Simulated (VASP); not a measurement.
# TiO2 (I4_1/amd) in VASP: phonons with r2SCAN

Aim: the phonons of TiO2 with r2SCAN.

Program: VASP 6.6.1. These are calculated values, not measurements. Logs are shortened: lines on timing, memory, paths and dates and some standing lists are left out, and cuts for length are marked.

## Step 1: The cell of the first run

It takes space group I4_1/amd (No. 141, tetragonal). Conventional cell: a = 3.784 Å, b = 3.784 Å, c = 9.515 Å, α = 90.00°, β = 90.00°, γ = 90.00°. Ti (site symmetry -4m2) has 6 O at 1.93 to 1.98 Å within 2.6 Å. O (site symmetry 2mm) has 3 Ti at 1.93 to 1.98 Å and 2 O at 2.47 Å within 2.6 Å.

## Step 2: Phonons, r2SCAN

The input, INCAR:

```
SYSTEM = TiO2
ALGO     = Normal         ! electronic algorithm
EDIFF    = 1E-8           ! SCF threshold, eV
ENCUT    = 520            ! plane-wave cutoff, eV
IBRION   = 6              ! ionic algorithm
ISIF     = 2              ! what is computed and relaxed
ISMEAR   = 0              ! smearing method
KPAR     = 4            
LASPH    = .TRUE.         ! aspherical terms in the spheres
LCHARG   = .TRUE.         ! write CHGCAR
LMIXTAU  = .TRUE.       
LREAL    = .FALSE.        ! projectors in reciprocal space
LWAVE    = .FALSE.        ! write WAVECAR
METAGGA  = R2SCAN         ! meta-GGA
NELM     = 100            ! most SCF steps
NFREE    = 2            
NSW      = 1              ! ionic steps
POTIM    = 0.015          ! step
PREC     = Accurate       ! precision mode
SIGMA    = 0.01           ! smearing width, eV
```

The input, KPOINTS:

```
k-points
0
G
  6 6 6
  0 0 0
```

The input, POSCAR:

```
TiO2
1.0
   -1.8921000000      1.8921000000      4.7573000000
    1.8921000000     -1.8921000000      4.7573000000
    1.8921000000      1.8921000000     -4.7573000000
Ti O
2 4
Direct
    0.0000000000      0.0000000000      0.0000000000
    0.7500000000      0.2500000000      0.5000000000
    0.2081573452      0.2081573452      0.0000000000
    0.9581573452      0.4581573452      0.5000000000
    0.5418426548      0.0418426548      0.5000000000
    0.7918426548      0.7918426548      0.0000000000
```

Potentials or basis: VASP PAW PBE potentials, release 64 (Ti_sv, O).

Command:

```sh
cat potpaw_PBE.64/Ti_sv/POTCAR potpaw_PBE.64/O/POTCAR > POTCAR
mpirun -np 4 vasp_std > vasp.out
```

OUTCAR:

```text
SYSTEM = TiO2
   EDIFF = 1E-8
   ENCUT = 520
   IBRION = 6
   ISIF = 2
   ISMEAR = 0
   LASPH = .TRUE.
   LREAL = .FALSE.
   METAGGA = R2SCAN
   NELM = 100
   NFREE = 2
   NSW = 1
   POTIM = 0.015
   PREC = Accurate

 ion  position               nearest neighbor table
   1  0.000  0.000  0.000-   5 1.93   4 1.93   5 1.93   4 1.93   3 1.98   6 1.98
   2  0.750  0.250  0.500-   6 1.93   3 1.93   6 1.93   3 1.93   4 1.98   5 1.98
   3  0.208  0.208  0.000-   2 1.93   2 1.93   1 1.98
   4  0.958  0.458  0.500-   1 1.93   1 1.93   2 1.98
   5  0.542  0.042  0.500-   1 1.93   1 1.93   2 1.98
   6  0.792  0.792  0.000-   2 1.93   2 1.93   1 1.98

  LATTYP: Found a body centered tetragonal cell.
 ALAT       =     3.7842000000
 C/A-ratio  =     2.5142962846

  Lattice vectors:

 A1 = (  -1.8921000000,   1.8921000000,   4.7573000000)
 A2 = (   1.8921000000,  -1.8921000000,   4.7573000000)
 A3 = (   1.8921000000,   1.8921000000,  -4.7573000000)

Analysis of symmetry for initial positions (statically):
=====================================================================
 Subroutine PRICEL returns:
 Original cell was already a primitive cell.

 Routine SETGRP: Setting up the symmetry group for a
 body centered tetragonal supercell.

 Subroutine GETGRP returns: Found 16 space group operations
 (whereof  8 operations were pure point group operations)
 out of a pool of 16 trial point group operations.

The static configuration has the point symmetry D_2d.
 The point group associated with its full space group is D_4h.

Analysis of symmetry for dynamics (positions and initial velocities):
=====================================================================
 Subroutine PRICEL returns:
 Original cell was already a primitive cell.

 Routine SETGRP: Setting up the symmetry group for a
 body centered tetragonal supercell.

 Subroutine GETGRP returns: Found 16 space group operations
 (whereof  8 operations were pure point group operations)
 out of a pool of 16 trial point group operations.

The dynamic configuration has the point symmetry D_2d.
 The point group associated with its full space group is D_4h.

 Subroutine INISYM returns: Found 16 space group operations
 (whereof  8 operations are pure point group operations),
 and found     1 'primitive' translations

----------------------------------------------------------------------------------------

                                     Primitive cell

  volume of cell :      68.1253

  direct lattice vectors                    reciprocal lattice vectors
    -1.892100000  1.892100000  4.757300000     0.000000000  0.264256646  0.105101633
     1.892100000 -1.892100000  4.757300000     0.264256646  0.000000000  0.105101633
     1.892100000  1.892100000 -4.757300000     0.264256646  0.264256646  0.000000000

  length of vectors
     5.458203744  5.458203744  5.458203744     0.284390450  0.284390450  0.373715333

  position of ions in fractional coordinates (direct lattice)
     0.000000000  0.000000000  0.000000000
     0.750000000  0.250000000  0.500000000
     0.208157345  0.208157345  0.000000000
     0.958157345  0.458157345  0.500000000
     0.541842655  0.041842655  0.500000000
     0.791842655  0.791842655  0.000000000

  ion indices of the primitive-cell ions
   primitive index   ion index
                 1           1
                 2           2
                 3           3
                 4           4
                 5           5
                 6           6

----------------------------------------------------------------------------------------

 KPOINTS: k-points

Automatic generation of k-mesh.
 Grid dimensions read from file:
 generate k-points for:    6    6    6

 Generating k-lattice:

  Cartesian coordinates                     Fractional coordinates (reciprocal lattice)
[... 56 lines left out ...]
   LSORBIT =      F    spin-orbit coupling
   LASPH  =      T    aspherical Exc in radial PAW
   ENCUT  =  520.0 eV  38.22 Ry    6.18 a.u.  10.15 10.15 10.15*2*pi/ulx,y,z
   NELM   =    100;   NELMIN=  2; NELMDL= -5     # of ELM steps
   EDIFF  = 0.1E-07   stopping-criterion for ELM
   LREAL  =      F    real-space projection
   EDIFFG = 0.1E-06   stopping-criterion for IOM
   NSW    =    109    number of steps for IOM
   IBRION =      6    ionic relax: 0-MD 1-quasi-New 2-CG
   NFREE  =      2    steps in history (QN), initial steepest desc. (CG)
   ISIF   =      2    stress and relaxation
   ISYM   =      2    0-nonsym 1-usesym 2-fastsym
   POTIM  = 0.0150    time-step for ionic-motion
   TEBEG  =    0.0;   TEEND  =   0.0 temperature during run
   PSTRESS=    0.0 pullay stress
   NELECT =      48.0000    total number of electrons
   NUPDOWN=      -1.0000    fix difference up-down
   EMIN   =  10.00;   EMAX   =-10.00  energy-range for DOS
   EFERMI =   0.00;   METHOD = LEGACY
   ISMEAR =     0;   SIGMA  =   0.01  broadening in eV -4-tet -1-fermi 0-gaus
   EFERMI_NEDOS =   21; number of points for ismear=-14 and -15
   IALGO  =     38    algorithm
   IMIX   =      4    mixing-type and parameters
     AMIX     =   0.40;   BMIX     =  1.00
     AMIX_MAG =   1.60;   BMIX_MAG =  1.00
  volume/ion in A,a.u.               =      11.35        76.62
  Fermi-wavevector in a.u.,A,eV,Ry     =   1.456752  2.752862 28.873289  2.122127
  Thomas-Fermi vector in A             =   2.573634
   LORBIT       =      0    0 simple, 1 ext, 2 COOP (PROOUT), +10 PAW based schemes
   METAGGA = R2SCAN    functional components
   LHFCALC =     F    Hartree Fock is set to
   AEXX    =    0.0000 exact exchange contribution
   IVDW    =     0    specifies the selected vdW correction
   LEPSILON=     F    determine dielectric tensor
   LRPA    =     F    only Hartree local field effects (RPA)
 finite differences with symmetry
 non-spin polarized calculation
 Gauss-broadening in eV      SIGMA  =   0.01
  energy-cutoff  :      520.00
  volume of cell :       68.13
 maximum number of plane-waves:      1850
 NGX is ok and might be reduce to    42
   NGX = 21   NGY = 21   NGZ = 21

--------------------------------------- Ionic step        1  -------------------------------------------

 number of electron      47.9999989 magnetization

 Free energy of the ion-electron system (eV)
  ---------------------------------------------------
  ext. energy  EPLUGINS =         0.00000000
  ---------------------------------------------------
  free energy    TOTEN  =       -69.85571348 eV

  energy without entropy =      -69.85571348  energy(sigma->0) =      -69.85571348

------------------------ aborting loop because EDIFF is reached ----------------------------------------

  FORCE on cell =-STRESS in cart. coord.  units (eV):
  Direction    XX          YY          ZZ          XY          YZ          ZX
  --------------------------------------------------------------------------------------
  -------------------------------------------------------------------------------------
  Total        0.6376264      0.6376264      0.9163984      0.0000000      0.0000000      0.0000000
  in kB       14.9957489     14.9957489     21.5519320      0.0000000      0.0000000      0.0000000
  external PRESSURE =      17.1811432 kB  Pullay stress =       0.0000000 kB
[... 101 lines left out ...]
  FREE ENERGIE OF THE ION-ELECTRON SYSTEM (eV)
  ---------------------------------------------------
  free  energy   TOTEN  =       -69.8551550910 eV

  energy  without entropy=      -69.8551550910  energy(sigma->0) =      -69.85515509

[... ionic steps 4 to 8 ...]

--------------------------------------- Ionic step        9  -------------------------------------------

 number of electron      47.9999990 magnetization

------------------------ aborting loop because EDIFF is reached ----------------------------------------
[... 75 lines left out ...]
--------------------------------------- Ionic step       11  -------------------------------------------

 number of electron      47.9999991 magnetization

 Free energy of the ion-electron system (eV)
  ---------------------------------------------------
  ext. energy  EPLUGINS =         0.00000000
  ---------------------------------------------------
  free energy    TOTEN  =       -69.85372013 eV

  energy without entropy =      -69.85372013  energy(sigma->0) =      -69.85372013

 E-fermi :   3.0876     XC(G=0): -11.4679

 val. band max:        3.0161654771   @ k =   0.5000   0.5000   0.0000
 cond. band min:       5.5859521772   @ k =   0.0000   0.0000   0.0000
 fundamental gap:      2.5697867001
 Fermi energy:         3.0875831148

 k-point     1 :       0.0000    0.0000    0.0000
  band No.  band energies     occupation
      1     -55.5336      2.00000
      2     -55.4617      2.00000
      3     -30.9559      2.00000
      4     -30.7043      2.00000
      5     -30.7038      2.00000
      6     -30.6233      2.00000
[... 733 lines left out ...]
     27       6.9503      0.00000
     28       7.1113      0.00000

 [... further k-points ...]

------------------------ aborting loop because EDIFF is reached ----------------------------------------

  FORCE on cell =-STRESS in cart. coord.  units (eV):
  Direction    XX          YY          ZZ          XY          YZ          ZX
  --------------------------------------------------------------------------------------
  -------------------------------------------------------------------------------------
  Total        0.6313449      0.6350359      1.2183394      0.0000000      0.0000000      0.0000000
  in kB       14.8480209     14.9348258     28.6530057      0.0000000      0.0000000      0.0000000
  external PRESSURE =      19.4786175 kB  Pullay stress =       0.0000000 kB
[... 21 lines left out ...]
  FREE ENERGIE OF THE ION-ELECTRON SYSTEM (eV)
  ---------------------------------------------------
  free  energy   TOTEN  =       -69.8537201308 eV

  energy  without entropy=      -69.8537201308  energy(sigma->0) =      -69.85372013

 INTERNAL STRAIN TENSORS FROM DISPLACED ATOMS
 ============================================

 INTERNAL STRAIN TENSOR FOR ION    1 for displacements in x,y,z  (eV/Angst):
          X           Y           Z          XY          YZ          ZX
  --------------------------------------------------------------------------------
  x     0.00000     0.00000     0.00000     0.00000     0.00000    -4.29810
  y     0.00000     0.00000     0.00000     0.00000     4.29677     0.00000
  z   -25.92690    25.92690     0.00000     0.00000     0.00000     0.00000

 INTERNAL STRAIN TENSOR FOR ION    6 for displacements in x,y,z  (eV/Angst):
          X           Y           Z          XY          YZ          ZX
  --------------------------------------------------------------------------------
  x     0.00000     0.00000     0.00000     0.00000     0.00000     8.40157
  y     0.00000     0.00000     0.00000     0.00000    -1.48435     0.00000
  z    -0.35132    -0.45252    19.48815     0.00000     0.00000     0.00000

 Eigenvectors and eigenvalues of the dynamical matrix
 ----------------------------------------------------

   1 f  =   19.316423 THz   121.368665 2PiTHz  644.326516 cm-1    79.886271 meV
             X         Y         Z           dx          dy          dz
      0.000000  0.000000  0.000000     0.012108   -0.046862    0.000000
      0.000000  1.892100  2.378650    -0.012108    0.046862   -0.000000
      0.000000  0.000000  1.980534    -0.023163   -0.677110   -0.000000
      0.000000  1.892100  4.359184    -0.174944   -0.089653   -0.000000
      0.000000  1.892100  0.398116     0.023163    0.677110    0.000000
      0.000000  0.000000  7.534066     0.174944    0.089653   -0.000000
[... 145 lines left out ...]
  18 f/i=    0.121967 THz     0.766344 2PiTHz    4.068395 cm-1     0.504416 meV
             X         Y         Z           dx          dy          dz
      0.000000  0.000000  0.000000    -0.000000   -0.000000   -0.542292
      0.000000  1.892100  2.378650    -0.000000   -0.000000   -0.542292
      0.000000  0.000000  1.980534    -0.000000   -0.000000   -0.320874
      0.000000  1.892100  4.359184    -0.000000   -0.000000   -0.320874
      0.000000  1.892100  0.398116    -0.000000   -0.000000   -0.320874
      0.000000  0.000000  7.534066    -0.000000   -0.000000   -0.320874

 ELASTIC MODULI CONTR FROM IONIC RELAXATION (kBar)
 Direction    XX          YY          ZZ          XY          YZ          ZX
 --------------------------------------------------------------------------------
 XX       -1117.3996   1115.5560     44.6966      0.0000      0.0000      0.0000
 YY        1115.5560  -1117.3996     44.6966      0.0000     -0.0000     -0.0000
 ZZ          44.6966     44.6966  -2167.2176      0.0000      0.0000     -0.0000
 XY           0.0000      0.0000      0.0000      0.0000      0.0000      0.0000
 YZ           0.0000     -0.0000      0.0000      0.0000   -587.6919      0.0000
 ZX           0.0000     -0.0000     -0.0000      0.0000      0.0000   -587.7695
 --------------------------------------------------------------------------------
```

Run time: 59 min. Hardware: 4 MPI ranks of Intel Xeon Platinum 8175M at 2.50GHz (Skylake/Cascade Lake), shared host; peak memory 0.47 GiB.

What came out:

```yaml
Highest_phonon_frequency_at_Γ_LO-TO_splitting_left_out: 644 cm⁻¹
```

Phonon frequencies in cm⁻¹ (negative: imaginary):
```csv
q point,frequencies
"(0.000, 0.000, 0.000)",-4 0 0 156 156 185 185 255 255 356 401 445 445 514 529 555 644 644
```

Caveat: the cell stands under pressure or tension, which shifts response properties; the PAW data sets were made with another functional, which shifts forces and pressure a little.
